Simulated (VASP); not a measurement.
# H3CCl in VASP: notebook

H3CCl is run at these levels: PBE; tasks: single point.

Program: VASP 6.6.1. These are calculated values, not measurements. Logs are shortened: lines on timing, memory, paths and dates and some standing lists are left out, and cuts for length are marked.

## Step 1: The cell of the first run

The cell holds an amorphous packing of atoms, 30 atoms: a = 8.953 Å, b = 8.953 Å, c = 8.953 Å, α = 90.00°, β = 90.00°, γ = 90.00°.

## Step 2: Single point, PBE

INCAR

```
  PREC = Accurate
  ENCUT = 520
  EDIFF = 1E-6
  ISMEAR = -1
  SIGMA = 0.02
  LREAL = Auto
  LASPH = T
  NELM = 100
  ALGO = Normal
  ISIF = 2
  LWAVE = F
  LCHARG = F
  GGA = PE
  NBANDS = 63
```

KPOINTS

```
Automatic mesh
0
Gamma
  1 1 1
```

POSCAR

```
H3CCl
1.0
    8.9528400000      0.0000000000      0.0000000000
    0.0000000000      8.9528400000      0.0000000000
    0.0000000000      0.0000000000      8.9528400000
C Cl H
6 6 18
Direct
    0.1772621872      0.6039424361      0.1834054892
    0.6567413245      0.2067276976      1.0192966701
    0.1297130296      0.4117464402      0.5197345200
    0.9826602508      1.0261436594      0.6386129988
    0.4317400959      0.8778331792      0.7792387667
    0.8025498054      0.6490231033      0.8074979560
    0.1383695006      0.4063068255      0.1794179277
    0.7021794202      0.1877951577      1.2099289164
    0.1350744568      0.4296960518      0.7149686580
    0.9255275421      1.0095790833      0.4550399650
    0.3665429071      0.9234164801      0.9527479548
    0.7172696038      0.6664254024      0.9815432868
    0.0816835775      0.6713177048      0.1246085041
    0.1665840113      0.6183847807      0.3079581451
    0.2930801846      0.6138387372      0.1439543206
    0.7071499100      0.3059029314      0.9840899647
    0.7224746561      0.1166333811      0.9762488775
    0.5376394530      0.1879515327      1.0119135381
    0.1529458809      0.5126864771      0.4676281493
    0.2104136788      0.3224339986      0.4776138075
    0.0116722738      0.3716362629      0.4854995733
    1.1024658097      1.0603897758      0.6432595690
    0.9182784457      1.1038061665      0.7140080689
    0.9742495119      0.9152403036      0.6889880753
    0.4538671528      0.7558718798      0.7703365636
    0.3532622051      0.9242206942      0.7005374831
    0.5459608348      0.9296156303      0.7606189768
    0.9138776076      0.7123661319      0.8003605560
    0.8081793040      0.5278436787      0.7674659661
    0.7215922545      0.6932213689      0.7235692808
```

Potentials or basis: VASP PAW PBE potentials, release 64 (C, Cl, H).

Launch:

```sh
cat potpaw_PBE.64/C/POTCAR potpaw_PBE.64/Cl/POTCAR potpaw_PBE.64/H/POTCAR > POTCAR
mpirun -np 1 vasp_gam > vasp.out
```

OUTCAR:

```text
PREC = Accurate
   ENCUT = 520
   EDIFF = 1E-6
   ISMEAR = -1
   LREAL = Auto
   LASPH = T
   NELM = 100
   ISIF = 2
   GGA = PE

 ion  position               nearest neighbor table
   1  0.177  0.604  0.183-  15 1.10  14 1.13  13 1.17   7 1.80
   2  0.657  0.207  0.019-  16 1.04  17 1.07  18 1.08   8 1.76
   3  0.130  0.412  0.520-  19 1.04  20 1.14  21 1.16   9 1.76
   4  0.983  0.026  0.639-  24 1.09  22 1.12  23 1.13  10 1.73
   5  0.432  0.878  0.779-  26 1.08  25 1.11  27 1.14  11 1.71
   6  0.803  0.649  0.807-  30 1.12  29 1.14  28 1.15  12 1.74
   7  0.138  0.406  0.179-   1 1.80
   8  0.702  0.188  0.210-   2 1.76
   9  0.135  0.430  0.715-   3 1.76
  10  0.926  0.010  0.455-   4 1.73
  11  0.367  0.923  0.953-   5 1.71
  12  0.717  0.666  0.982-   6 1.74
[... 16 lines left out ...]
  29  0.808  0.528  0.767-   6 1.14
  30  0.722  0.693  0.724-   6 1.12

  LATTYP: Found a simple cubic cell.
 ALAT       =     8.9528400000

  Lattice vectors:

 A1 = (   8.9528400000,   0.0000000000,   0.0000000000)
 A2 = (   0.0000000000,   8.9528400000,   0.0000000000)
 A3 = (   0.0000000000,   0.0000000000,   8.9528400000)

Analysis of symmetry for initial positions (statically):
=====================================================================
 Subroutine PRICEL returns:
 Original cell was already a primitive cell.

 Routine SETGRP: Setting up the symmetry group for a
 simple cubic supercell.

 Subroutine GETGRP returns: Found  1 space group operations
 (whereof  1 operations were pure point group operations)
 out of a pool of 48 trial point group operations.

The static configuration has the point symmetry C_1 .

Analysis of symmetry for dynamics (positions and initial velocities):
=====================================================================
 Subroutine PRICEL returns:
 Original cell was already a primitive cell.

 Routine SETGRP: Setting up the symmetry group for a
 simple cubic supercell.

 Subroutine GETGRP returns: Found  1 space group operations
 (whereof  1 operations were pure point group operations)
 out of a pool of 48 trial point group operations.

The dynamic configuration has the point symmetry C_1 .

 Subroutine INISYM returns: Found  1 space group operations
 (whereof  1 operations are pure point group operations),
 and found     1 'primitive' translations

----------------------------------------------------------------------------------------

                                     Primitive cell

  volume of cell :     717.6001

  direct lattice vectors                    reciprocal lattice vectors
     8.952840000  0.000000000  0.000000000     0.111696400  0.000000000  0.000000000
     0.000000000  8.952840000  0.000000000     0.000000000  0.111696400  0.000000000
     0.000000000  0.000000000  8.952840000     0.000000000  0.000000000  0.111696400

  length of vectors
     8.952840000  8.952840000  8.952840000     0.111696400  0.111696400  0.111696400

  position of ions in fractional coordinates (direct lattice)
     0.177262187  0.603942436  0.183405489
     0.656741324  0.206727698  0.019296670
     0.129713030  0.411746440  0.519734520
     0.982660251  0.026143659  0.638612999
     0.431740096  0.877833179  0.779238767
     0.802549805  0.649023103  0.807497956
[... 22 lines left out ...]
     0.808179304  0.527843679  0.767465966
     0.721592255  0.693221369  0.723569281

  ion indices of the primitive-cell ions
   primitive index   ion index
                 1           1
                 2           2
                 3           3
                 4           4
                 5           5
                 6           6
[... 22 lines left out ...]
                29          29
                30          30

----------------------------------------------------------------------------------------

 KPOINTS: Automatic mesh

Automatic generation of k-mesh.
 Grid dimensions read from file:
 generate k-points for:    1    1    1

 Generating k-lattice:

  Cartesian coordinates                     Fractional coordinates (reciprocal lattice)
     0.111696400  0.000000000  0.000000000     1.000000000  0.000000000  0.000000000
     0.000000000  0.111696400  0.000000000     0.000000000  1.000000000  0.000000000
     0.000000000  0.000000000  0.111696400     0.000000000  0.000000000  1.000000000

  Length of vectors
     0.111696400  0.111696400  0.111696400

  Shift w.r.t. Gamma in fractional coordinates (k-lattice)
     0.000000000  0.000000000  0.000000000

 Subroutine IBZKPT returns following result:
 ===========================================

 Found      1 irreducible k-points:

 Following reciprocal coordinates:
            Coordinates               Weight
  0.000000  0.000000  0.000000      1.000000
   k-points           NKPTS =      1   k-points in BZ     NKDIM =      1   number of bands    NBANDS=     63
   number of dos      NEDOS =    301   number of ions     NIONS =     30
   total plane-waves  NPLWV = 343000
   dimension x,y,z NGX =    70 NGY =   70 NGZ =   70
   dimension x,y,z NGXF=   140 NGYF=  140 NGZF=  140
   ions per type =               6   6  18
   NGX,Y,Z   is equivalent  to a cutoff of  13.00, 13.00, 13.00 a.u.
   NGXF,Y,Z  is equivalent  to a cutoff of  26.00, 26.00, 26.00 a.u.
 SYSTEM =  unknown system
   PREC   = accura    normal or accurate (medium, high low for compatibility)
   ISTART =      0    job   : 0-new  1-cont  2-samecut
   ICHARG =      2    charge: 1-file 2-atom 10-const
   ISPIN  =      1    spin polarized calculation?
   LNONCOLLINEAR =      F non collinear calculations
   LSORBIT =      F    spin-orbit coupling
   LASPH  =      T    aspherical Exc in radial PAW
   ENCUT  =  520.0 eV  38.22 Ry    6.18 a.u.  16.65 16.65 16.65*2*pi/ulx,y,z
   NELM   =    100;   NELMIN=  2; NELMDL= -5     # of ELM steps
   EDIFF  = 0.1E-05   stopping-criterion for ELM
   LREAL  =      T    real-space projection
   EDIFFG = 0.1E-04   stopping-criterion for IOM
   NSW    =      0    number of steps for IOM
   IBRION =     -1    ionic relax: 0-MD 1-quasi-New 2-CG
   NFREE  =      0    steps in history (QN), initial steepest desc. (CG)
   ISIF   =      2    stress and relaxation
   ISYM   =      2    0-nonsym 1-usesym 2-fastsym
   POTIM  = 0.5000    time-step for ionic-motion
   TEBEG  =    0.0;   TEEND  =   0.0 temperature during run
   PSTRESS=    0.0 pullay stress
   NELECT =      84.0000    total number of electrons
   NUPDOWN=      -1.0000    fix difference up-down
   EMIN   =  10.00;   EMAX   =-10.00  energy-range for DOS
   EFERMI =   0.00;   METHOD = LEGACY
   ISMEAR =    -1;   SIGMA  =   0.02  broadening in eV -4-tet -1-fermi 0-gaus
   EFERMI_NEDOS =   21; number of points for ismear=-14 and -15
   IALGO  =     38    algorithm
   IMIX   =      4    mixing-type and parameters
     AMIX     =   0.40;   BMIX     =  1.00
     AMIX_MAG =   1.60;   BMIX_MAG =  1.00
  volume/ion in A,a.u.               =      23.92       161.42
  Fermi-wavevector in a.u.,A,eV,Ry     =   0.800830  1.513350  8.725811  0.641329
  Thomas-Fermi vector in A             =   1.908201
   LORBIT       =      0    0 simple, 1 ext, 2 COOP (PROOUT), +10 PAW based schemes
   GGA     = PE    functional components
[... 5 lines left out ...]
 non-spin polarized calculation
  energy-cutoff  :      520.00
  volume of cell :      717.60
 maximum number of plane-waves:      9691
 NGX is ok and might be reduce to    70
   NGX = 33   NGY = 33   NGZ = 33

 number of electron      83.9999998 magnetization

 Free energy of the ion-electron system (eV)
  ---------------------------------------------------
  ext. energy  EPLUGINS =         0.00000000
  ---------------------------------------------------
  free energy    TOTEN  =      -133.54316127 eV

  energy without entropy =     -133.54316127  energy(sigma->0) =     -133.54316127

 E-fermi :  -3.5974     XC(G=0):  -4.9452

 val. band max:       -4.0953088922   @ k =   0.0000   0.0000   0.0000
 cond. band min:       0.8725225425   @ k =   0.0000   0.0000   0.0000
 fundamental gap:      4.9678314347
 Fermi energy:        -3.5974228359

 k-point     1 :       0.0000    0.0000    0.0000
  band No.  band energies     occupation
      1     -19.4054      2.00000
      2     -19.2106      2.00000
      3     -19.1969      2.00000
      4     -18.9963      2.00000
      5     -18.7191      2.00000
      6     -18.6985      2.00000
[... 46 lines left out ...]
     53       3.1148      0.00000
     54       3.2866      0.00000
 [bands above 54 left out]

------------------------ aborting loop because EDIFF is reached ----------------------------------------

  FORCE on cell =-STRESS in cart. coord.  units (eV):
  Direction    XX          YY          ZZ          XY          YZ          ZX
  --------------------------------------------------------------------------------------
  -------------------------------------------------------------------------------------
  Total       -6.2455613      0.8618862      7.7982110      0.6866310     -1.4190141     -0.3094143
  in kB      -13.9443921      1.9243233     17.4109750      1.5330330     -3.1682163     -0.6908257
  external PRESSURE =       1.7969687 kB  Pullay stress =       0.0000000 kB

 VOLUME and BASIS-vectors are now :
 -----------------------------------------------------------------------------
  energy-cutoff  :      520.00
  volume of cell :      717.60
      direct lattice vectors                 reciprocal lattice vectors
     8.952840000  0.000000000  0.000000000     0.111696400  0.000000000  0.000000000
     0.000000000  8.952840000  0.000000000     0.000000000  0.111696400  0.000000000
     0.000000000  0.000000000  8.952840000     0.000000000  0.000000000  0.111696400

 POSITION                                       TOTAL-FORCE (eV/Angst)
 -----------------------------------------------------------------------------------
      1.58700      5.40700      1.64200        -1.502928      0.088099      0.837713
      5.87970      1.85080      0.17276         0.136282     -1.478158      1.044200
      1.16130      3.68630      4.65310        -1.404082     -3.571985     -0.620103
      8.79760      0.23406      5.71740         0.890029      0.214266      1.824657
      3.86530      7.85910      6.97640         2.240119     -0.332564     -1.009940
      7.18510      5.81060      7.22940         0.253692     -0.434370     -2.129378
[... 22 lines left out ...]
      7.23550      4.72570      6.87100         0.538941      1.093593      0.930787
      6.46030      6.20630      6.47800         0.540443      0.342984      0.336907
 -----------------------------------------------------------------------------------
    total drift:                               -0.000703      0.017692     -0.002449

  FREE ENERGIE OF THE ION-ELECTRON SYSTEM (eV)
  ---------------------------------------------------
  free  energy   TOTEN  =      -133.5431612722 eV

  energy  without entropy=     -133.5431612722  energy(sigma->0) =     -133.54316127
```

It took 64 s on 1 thread of Intel Xeon 6975P-C (Granite Rapids), shared host; peak memory 0.63 GiB.

Results:

* Free energy: -133.5432 eV
* Pressure: 0.2 GPa
* Largest force: 3.888 eV/Å
* Band gap on the k mesh: 4.97 eV

Forces on the atoms (eV/Å):
```
C   -1.503  0.088  0.838
C    0.136 -1.478  1.044
C   -1.404 -3.572 -0.620
C    0.890  0.214  1.825
C    2.240 -0.333 -1.010
C    0.254 -0.434 -2.129
Cl  -0.221 -0.203 -0.825
Cl   0.064  0.170  1.254
Cl   0.223  0.062  0.670
Cl  -0.487  0.249 -0.797
Cl  -0.556  0.277  1.663
Cl  -0.034 -0.050  0.705
H    1.773 -1.066  0.643
H    0.390  0.830 -1.125
H   -0.426  0.536 -0.095
H    0.056  1.802 -0.762
H   -0.017 -0.751 -1.006
H   -0.265  0.323 -0.567
H    0.439  1.780 -0.608
H   -0.707  0.960  0.655
H    1.492  0.580  0.407
H   -0.592 -0.070 -0.057
H    0.181 -0.310 -1.003
H    0.071 -0.082  0.122
H   -0.607  0.422 -0.106
H   -0.192 -0.221 -0.700
H   -0.996 -0.154  0.142
H   -1.282 -1.005  0.174
H    0.539  1.094  0.931
H    0.540  0.343  0.337
```

Stress tensor (GPa, compression positive):
```
-1.39  0.15 -0.07
 0.15  0.19 -0.32
-0.07 -0.32  1.74
```

Caveat: the k points lie up to 0.70 Å⁻¹ apart.

## Step 3: Single point, PBE

INCAR

```
SYSTEM = H3CCl
PREC = Accurate ; ENCUT = 520
EDIFF = 1E-6 ; ISMEAR = -1
SIGMA = 0.02 ; LREAL = Auto
LASPH = .True. ; NELM = 80
ALGO = Normal ; ISIF = 2
LWAVE = .False. ; LCHARG = .False.
GGA = PE ; NBANDS = 63
```

KPOINTS

```
Automatic mesh
0
Gamma
  1 1 1
  0 0 0
```

POSCAR

```
H3CCl
1.0
    8.9528400000      0.0000000000      0.0000000000
    0.0000000000      8.9528400000      0.0000000000
    0.0000000000      0.0000000000      8.9528400000
C Cl H
6 6 18
Direct
    0.1163318009      0.5992065088      0.1116628913
    0.6332515716      0.1529905594      1.0310136225
    0.1814396326      0.4612279455      0.5034045063
    1.0065744501      1.0442049674      0.6448568276
    0.4253845707      0.8796650002      0.7888893357
    0.7941725754      0.6072933282      0.7760442496
    0.1509465153      0.4014927107      0.1305284133
    0.6773046318      0.1708396442      1.2279343761
    0.1557047819      0.4517449212      0.7112379982
    0.9388529226      1.0149516801      0.4548500811
    0.3379597982      0.9652132731      0.9452307871
    0.7403460801      0.6580481724      0.9585338284
    0.0219818516      0.6145089156      0.0381443207
    0.1209225229      0.6433154172      0.2284526474
    0.2255820499      0.6355413478      0.0708937052
    0.5981342233      0.2615706301      1.0090876191
    0.7399551427      0.1397210271      0.9685083169
    0.5672501687      0.0495932017      1.0375925405
    0.2893942034      0.5017737388      0.4952394994
    0.1624847534      0.3410426189      0.4764186560
    0.1039223308      0.5464522989      0.4586589283
    1.1131886642      0.9839559291      0.6726022134
    1.0246357580      1.1590735454      0.6591763061
    0.9211490432      1.0168616886      0.7349399744
    0.3599751587      0.7949656198      0.7503875865
    0.4487291184      0.9584221320      0.6979908052
    0.5275979466      0.8295915039      0.8373432341
    0.9293698983      0.6107670862      0.7856166311
    0.7612779855      0.4939103123      0.7589658700
    0.7612668159      0.6828112644      0.6903284321
```

Potentials or basis: VASP PAW PBE potentials, release 64 (C, Cl, H).

Launch:

```sh
cat potpaw_PBE.64/C/POTCAR potpaw_PBE.64/Cl/POTCAR potpaw_PBE.64/H/POTCAR > POTCAR
mpirun -np 1 vasp_gam > vasp.out
```

It took 65 s on 1 thread of Intel Xeon 6975P-C (Granite Rapids), shared host; peak memory 0.63 GiB.

Results (log left out):

- Free energy: -133.2707 eV
- Pressure: 0.3 GPa
- Largest force: 4.210 eV/Å
- Band gap on the k mesh: 4.89 eV

Forces in eV/Å, atoms in the order of the input:
```
C    2.060 -0.503  1.289
C    2.253 -1.678  1.329
C   -2.206 -1.045  1.514
C   -0.440 -1.632  0.855
C    2.261  1.528  1.211
C    4.050 -0.066  1.146
Cl  -0.275 -0.299 -0.025
Cl   0.442  0.057  0.330
Cl   0.091  0.219 -0.505
Cl   0.365 -0.106  1.122
Cl  -0.766  0.044 -0.165
Cl  -0.662  0.382  0.383
H   -0.308  0.441  0.183
H   -1.062 -0.011 -0.748
H   -0.318  0.458 -0.736
H   -1.722  1.312 -0.932
H   -0.333 -0.301  0.339
H   -0.260  0.902 -0.971
H    2.186  0.325 -0.542
H    0.173  1.081 -0.568
H   -0.088 -0.708  0.135
H   -0.807  0.185 -0.585
H    0.425  1.709 -0.089
H    0.501 -0.217 -1.165
H   -1.950 -2.235 -0.973
H    0.046  0.176  0.274
H   -0.084  0.234 -0.516
H   -2.658 -0.225 -0.678
H   -0.309 -0.741 -0.373
H   -0.608  0.714 -0.538
```

Stress tensor (GPa, compression positive):
```
 0.42  0.22  0.00
 0.22  1.11  0.36
 0.00  0.36 -0.62
```

Levels at points of the mesh, in eV from the valence-band top:
```
           k point  band 39  band 40  band 41  band 42  band 43  band 44  band 45  band 46
(0.00, 0.00, 0.00)    -0.39    -0.31    -0.15     0.00     4.89     5.39     5.63     5.69
```

Caveat: the k points lie up to 0.70 Å⁻¹ apart.
